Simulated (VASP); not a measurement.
# Hf3B4 (I4/mmm) in VASP: single point with PBE

Aim: the single point of Hf3B4 with PBE.

Everything below comes from runs of VASP 6.6.1. Logs are shortened: lines on timing, memory, paths and dates and some standing lists are left out, and cuts for length are marked.

### 1 The cell of the first run

The structure is tetragonal, space group I4/mmm (No. 139). Conventional cell: a = 4.419 Å, b = 4.419 Å, c = 12.376 Å, α = 90.00°, β = 90.00°, γ = 90.00°. Hf (site symmetry 4/mmm) has 8 B at 2.35 Å within 3.1 Å. Within 3.0 Å of Hf (site symmetry -4m2) lie 2 B at 2.28 Å. B (site symmetry 2mm) has 1 B at 1.62 Å within 2.2 Å.

### 2 Single point, PBE

Contents of INCAR:

```
SYSTEM = Hf3B4
ALGO = Normal
EDIFF = 1E-6
ENCUT = 520
GGA = PE
ISIF = 2
ISMEAR = 0
LASPH = .TRUE.
LCHARG = .FALSE.
LREAL = .FALSE.
LWAVE = .FALSE.
NBANDS = 30
NELM = 80
PREC = Accurate
SIGMA = 0.2
```

Contents of KPOINTS:

```
k-points
0
G
  6 6 6
  0 0 0
```

Contents of POSCAR:

```
Hf3B4
1.0
   -2.2097359460      2.2097359460      6.1878529474
    2.2097359460     -2.2097359460      6.1878529474
    2.2097359460      2.2097359460     -6.1878529474
Hf B
3 4
Direct
    0.0000000000      0.0000000000      0.0000000000
    0.7500000000      0.2500000000      0.5000000000
    0.2500000000      0.7500000000      0.5000000000
    0.0654963660      0.5654963660      0.5000000000
    0.5654963660      0.0654963660      0.5000000000
    0.9345036340      0.4345036340      0.5000000000
    0.4345036340      0.9345036340      0.5000000000
```

Potentials or basis: VASP PAW PBE potentials, release 64 (Hf_pv, B).

Started as:

```sh
cat potpaw_PBE.64/Hf_pv/POTCAR potpaw_PBE.64/B/POTCAR > POTCAR
mpirun -np 1 vasp_std > vasp.out
```

OUTCAR:

```text
SYSTEM = Hf3B4
   EDIFF = 1E-6
   ENCUT = 520
   GGA = PE
   ISIF = 2
   ISMEAR = 0
   LASPH = .TRUE.
   LREAL = .FALSE.
   NELM = 80
   PREC = Accurate

 ion  position               nearest neighbor table
   1  0.000  0.000  0.000-   5 2.35   4 2.35   6 2.35   7 2.35   4 2.35   5 2.35   6 2.35   7 2.35
                             2 3.80   3 3.80   3 3.80   2 3.80   2 3.80   3 3.80   2 3.80   3 3.80
   2  0.750  0.250  0.500-   5 2.28   6 2.28   3 3.13   3 3.13   3 3.13   3 3.13   1 3.80   1 3.80
                             1 3.80   1 3.80
   3  0.250  0.750  0.500-   4 2.28   7 2.28   2 3.13   2 3.13   2 3.13   2 3.13   1 3.80   1 3.80
                             1 3.80   1 3.80
   4  0.065  0.565  0.500-   6 1.62   3 2.28   1 2.35   1 2.35
   5  0.565  0.065  0.500-   7 1.62   2 2.28   1 2.35   1 2.35
   6  0.935  0.435  0.500-   4 1.62   2 2.28   1 2.35   1 2.35
   7  0.435  0.935  0.500-   5 1.62   3 2.28   1 2.35   1 2.35

  LATTYP: Found a body centered tetragonal cell.
 ALAT       =     4.4194718920
 C/A-ratio  =     2.8002680404

  Lattice vectors:

 A1 = (  -2.2097359460,   2.2097359460,   6.1878529474)
 A2 = (   2.2097359460,  -2.2097359460,   6.1878529474)
 A3 = (   2.2097359460,   2.2097359460,  -6.1878529474)

Analysis of symmetry for initial positions (statically):
=====================================================================
 Subroutine PRICEL returns:
 Original cell was already a primitive cell.

 Routine SETGRP: Setting up the symmetry group for a
 body centered tetragonal supercell.

 Subroutine GETGRP returns: Found 16 space group operations
 (whereof 16 operations were pure point group operations)
 out of a pool of 16 trial point group operations.

The static configuration has the point symmetry D_4h.

Analysis of symmetry for dynamics (positions and initial velocities):
=====================================================================
 Subroutine PRICEL returns:
 Original cell was already a primitive cell.

 Routine SETGRP: Setting up the symmetry group for a
 body centered tetragonal supercell.

 Subroutine GETGRP returns: Found 16 space group operations
 (whereof 16 operations were pure point group operations)
 out of a pool of 16 trial point group operations.

The dynamic configuration has the point symmetry D_4h.

 Subroutine INISYM returns: Found 16 space group operations
 (whereof 16 operations are pure point group operations),
 and found     1 'primitive' translations

----------------------------------------------------------------------------------------

                                     Primitive cell

  volume of cell :     120.8595

  direct lattice vectors                    reciprocal lattice vectors
    -2.209735946  2.209735946  6.187852947     0.000000000  0.226271379  0.080803472
     2.209735946 -2.209735946  6.187852947     0.226271379  0.000000000  0.080803472
     2.209735946  2.209735946 -6.187852947     0.226271379  0.226271379  0.000000000

  length of vectors
     6.932199507  6.932199507  6.932199507     0.240266390  0.240266390  0.319996053

  position of ions in fractional coordinates (direct lattice)
     0.000000000  0.000000000  0.000000000
     0.750000000  0.250000000  0.500000000
     0.250000000  0.750000000  0.500000000
     0.065496366  0.565496366  0.500000000
     0.565496366  0.065496366  0.500000000
     0.934503634  0.434503634  0.500000000
     0.434503634  0.934503634  0.500000000

  ion indices of the primitive-cell ions
   primitive index   ion index
                 1           1
                 2           2
                 3           3
                 4           4
                 5           5
                 6           6
                 7           7

----------------------------------------------------------------------------------------

 KPOINTS: k-points

Automatic generation of k-mesh.
 Grid dimensions read from file:
 generate k-points for:    6    6    6

 Generating k-lattice:

  Cartesian coordinates                     Fractional coordinates (reciprocal lattice)
     0.000000000  0.037711897  0.013467245     0.166666667  0.000000000  0.000000000
     0.037711897  0.000000000  0.013467245     0.000000000  0.166666667  0.000000000
     0.037711897  0.037711897  0.000000000     0.000000000  0.000000000  0.166666667

  Length of vectors
     0.040044398  0.040044398  0.053332676

  Shift w.r.t. Gamma in fractional coordinates (k-lattice)
     0.000000000  0.000000000  0.000000000

 Subroutine IBZKPT returns following result:
 ===========================================

 Found     30 irreducible k-points:

 Following reciprocal coordinates:
            Coordinates               Weight
  0.000000  0.000000  0.000000      1.000000
  0.166667  0.000000 -0.000000      8.000000
  0.333333  0.000000  0.000000      8.000000
  0.500000 -0.000000  0.000000      4.000000
  0.166667  0.166667 -0.000000      8.000000
  0.333333  0.166667 -0.000000     16.000000
[... 16 lines left out ...]
 -0.333333 -0.333333  0.166667      8.000000
 -0.166667 -0.333333  0.166667      8.000000
 [... further k-points ...]
   k-points           NKPTS =     30   k-points in BZ     NKDIM =     30   number of bands    NBANDS=     30
   number of dos      NEDOS =    301   number of ions     NIONS =      7
   total plane-waves  NPLWV = 157464
   dimension x,y,z NGX =    54 NGY =   54 NGZ =   54
   dimension x,y,z NGXF=   108 NGYF=  108 NGZF=  108
   ions per type =               3   4
   NGX,Y,Z   is equivalent  to a cutoff of  12.95, 12.95, 12.95 a.u.
   NGXF,Y,Z  is equivalent  to a cutoff of  25.90, 25.90, 25.90 a.u.
 SYSTEM =  Hf3B4
   PREC   = accura    normal or accurate (medium, high low for compatibility)
   ISTART =      0    job   : 0-new  1-cont  2-samecut
   ICHARG =      2    charge: 1-file 2-atom 10-const
   ISPIN  =      1    spin polarized calculation?
   LNONCOLLINEAR =      F non collinear calculations
   LSORBIT =      F    spin-orbit coupling
   LASPH  =      T    aspherical Exc in radial PAW
   ENCUT  =  520.0 eV  38.22 Ry    6.18 a.u.  12.89 12.89 12.89*2*pi/ulx,y,z
   NELM   =     80;   NELMIN=  2; NELMDL= -5     # of ELM steps
   EDIFF  = 0.1E-05   stopping-criterion for ELM
   LREAL  =      F    real-space projection
   EDIFFG = 0.1E-04   stopping-criterion for IOM
   NSW    =      0    number of steps for IOM
   IBRION =     -1    ionic relax: 0-MD 1-quasi-New 2-CG
   NFREE  =      0    steps in history (QN), initial steepest desc. (CG)
   ISIF   =      2    stress and relaxation
   ISYM   =      2    0-nonsym 1-usesym 2-fastsym
   POTIM  = 0.5000    time-step for ionic-motion
   TEBEG  =    0.0;   TEEND  =   0.0 temperature during run
   PSTRESS=    0.0 pullay stress
   NELECT =      42.0000    total number of electrons
   NUPDOWN=      -1.0000    fix difference up-down
   EMIN   =  10.00;   EMAX   =-10.00  energy-range for DOS
   EFERMI =   0.00;   METHOD = LEGACY
   ISMEAR =     0;   SIGMA  =   0.20  broadening in eV -4-tet -1-fermi 0-gaus
   EFERMI_NEDOS =   21; number of points for ismear=-14 and -15
   IALGO  =     38    algorithm
   IMIX   =      4    mixing-type and parameters
     AMIX     =   0.40;   BMIX     =  1.00
     AMIX_MAG =   1.60;   BMIX_MAG =  1.00
  volume/ion in A,a.u.               =      17.27       116.51
  Fermi-wavevector in a.u.,A,eV,Ry     =   1.150971  2.175020 18.024101  1.324734
  Thomas-Fermi vector in A             =   2.287632
   LORBIT       =      0    0 simple, 1 ext, 2 COOP (PROOUT), +10 PAW based schemes
   GGA     = PE    functional components
   LHFCALC =     F    Hartree Fock is set to
   AEXX    =    0.0000 exact exchange contribution
   IVDW    =     0    specifies the selected vdW correction
   LEPSILON=     F    determine dielectric tensor
   LRPA    =     F    only Hartree local field effects (RPA)
 non-spin polarized calculation
 Gauss-broadening in eV      SIGMA  =   0.20
  energy-cutoff  :      520.00
  volume of cell :      120.86
 maximum number of plane-waves:      3288
 NGX is ok and might be reduce to    54
   NGX = 25   NGY = 25   NGZ = 25

 number of electron      42.0000002 magnetization

 Free energy of the ion-electron system (eV)
  ---------------------------------------------------
  ext. energy  EPLUGINS =         0.00000000
  ---------------------------------------------------
  free energy    TOTEN  =       -51.05829058 eV

  energy without entropy =      -50.99710975  energy(sigma->0) =      -51.02770016

 E-fermi :   2.7807     XC(G=0): -10.2346

 val. band max:        2.7612684105   @ k =   0.5000   0.5000   0.0000
 cond. band min:       2.8369779947   @ k =   0.3333   0.3333   0.0000
 fundamental gap:      0.0757095842
 Fermi energy:         2.7806851178

 k-point     1 :       0.0000    0.0000    0.0000
  band No.  band energies     occupation
      1     -27.8449      2.00000
      2     -27.8449      2.00000
      3     -27.5098      2.00000
      4     -27.4343      2.00000
      5     -27.4343      2.00000
      6     -27.4034      2.00000
[... 22 lines left out ...]
     29       5.7576      0.00000
     30       6.2514      0.00000

 k-point     2 :       0.1667    0.0000   -0.0000
  band No.  band energies     occupation
      1     -27.8209      2.00000
      2     -27.8182      2.00000
      3     -27.5019      2.00000
      4     -27.4653      2.00000
      5     -27.4626      2.00000
      6     -27.4103      2.00000
[... 22 lines left out ...]
     29       6.6071      0.00000
     30       6.6140      0.00000

 k-point     3 :       0.3333    0.0000    0.0000
  band No.  band energies     occupation
      1     -27.7527      2.00000
      2     -27.7448      2.00000
      3     -27.5475      2.00000
      4     -27.5395      2.00000
      5     -27.4812      2.00000
      6     -27.4289      2.00000
[... 682 lines left out ...]
     29       6.8475      0.00000
     30       7.0893      0.00000

 k-point    24 :      -0.1667   -0.3333    0.1667
  band No.  band energies     occupation
      1     -27.8209      2.00000
      2     -27.8184      2.00000
      3     -27.4998      2.00000
      4     -27.4654      2.00000
      5     -27.4626      2.00000
      6     -27.4101      2.00000
[... 22 lines left out ...]
     29       6.8987      0.00000
     30       6.9637      0.00000

 [... further k-points ...]

------------------------ aborting loop because EDIFF is reached ----------------------------------------

  FORCE on cell =-STRESS in cart. coord.  units (eV):
  Direction    XX          YY          ZZ          XY          YZ          ZX
  --------------------------------------------------------------------------------------
  -------------------------------------------------------------------------------------
  Total        0.1282276      0.1282276      0.2424008      0.0000000     -0.0000000      0.0000000
  in kB        1.6998531      1.6998531      3.2133938      0.0000000     -0.0000000      0.0000000
  external PRESSURE =       2.2043667 kB  Pullay stress =       0.0000000 kB

 VOLUME and BASIS-vectors are now :
 -----------------------------------------------------------------------------
  energy-cutoff  :      520.00
  volume of cell :      120.86
      direct lattice vectors                 reciprocal lattice vectors
    -2.209735946  2.209735946  6.187852947     0.000000000  0.226271379  0.080803472
     2.209735946 -2.209735946  6.187852947     0.226271379  0.000000000  0.080803472
     2.209735946  2.209735946 -6.187852947     0.226271379  0.226271379  0.000000000

 POSITION                                       TOTAL-FORCE (eV/Angst)
 -----------------------------------------------------------------------------------
      0.00000      0.00000      0.00000         0.000000      0.000000     -0.000000
      0.00000      2.20974      3.09393         0.000000      0.000000     -0.000000
      2.20974      0.00000      3.09393         0.000000      0.000000     -0.000000
      2.20974      0.00000      0.81056        -0.000000      0.000000      0.003720
      0.00000      2.20974      0.81056         0.000000     -0.000000      0.003720
     -0.00000      2.20974      5.37729         0.000000     -0.000000     -0.003720
      2.20974     -0.00000      5.37729        -0.000000      0.000000     -0.003720
 -----------------------------------------------------------------------------------
    total drift:                               -0.000000     -0.000000      0.000000

  FREE ENERGIE OF THE ION-ELECTRON SYSTEM (eV)
  ---------------------------------------------------
  free  energy   TOTEN  =       -51.0582905758 eV

  energy  without entropy=      -50.9971097480  energy(sigma->0) =      -51.02770016
```

Run time: 2.2 min. Hardware: 1 thread of Intel Xeon 6975P-C (Granite Rapids), shared host; peak memory 0.42 GiB.

What came out:

| Item | Value |
| --- | --- |
| Free energy | -51.0583 eV |
| Pressure | 0.2 GPa |
| Largest force | 0.004 eV/Å |
| Band gap on the k mesh | zero (band 21 reaches 3.01 eV, above the bottom of band 22 at 2.37 eV) |

Forces in eV/Å, atoms in the order of the input:
```
Hf   0.000  0.000  0.000
Hf   0.000  0.000  0.000
Hf   0.000  0.000  0.000
B    0.000  0.000  0.004
B    0.000  0.000  0.004
B    0.000  0.000 -0.004
B    0.000  0.000 -0.004
```

Levels at points of the mesh, in eV from the Fermi level:
```
           k point  band 19  band 20  band 21  band 22  band 23  band 24
(0.00, 0.00, 0.00)    -0.83    -0.83    -0.45     1.18     1.87     1.87
(0.50, 0.00, 0.00)    -0.72    -0.60    -0.58     0.28     1.18     1.71
(0.50, 0.50, 0.00)    -0.63    -0.53    -0.30    -0.02     0.31     1.63
(0.50, 0.50, 0.50)    -1.46    -1.21    -0.81    -0.41     1.27     1.27
```

Caveat: spin-orbit coupling is left out, which moves the levels of the heavy elements.
